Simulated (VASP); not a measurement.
The system is WSe2, a slab with vacuum.

```
Se W
1.0
     3.28550    0.00000    0.00000
    -1.64275    2.84533    0.00000
     0.00000    0.00000   32.73758
Se W
2 1
Direct
  0.33333 0.66667 0.44854
  0.33333 0.66667 0.55146
  0.66667 0.33333 0.50000
```

Program: VASP 6.6.1. Alike in all runs: task single point; potentials or basis VASP PAW PBE potentials, release 64 (Se, W_sv); cell as given; k mesh 9 × 9 × 1; smearing gaussian 0.02 eV. Hardware: 1 thread of Intel(R) Xeon(R) Platinum 8259CL CPU @ 2.50GHz (Skylake/Cascade Lake) (shared host).

**Question.** Order these runs on this cell by their wall time, lowest first.
A. level r2SCAN; spin off; cutoff (eV) 440
B. level PBE; spin off; cutoff (eV) 400
C. level PBE+D3(BJ); spin non-collinear, zero start, SOC; cutoff (eV) 400

**Answer.** B (120 s), A (260 s), C (790 s).
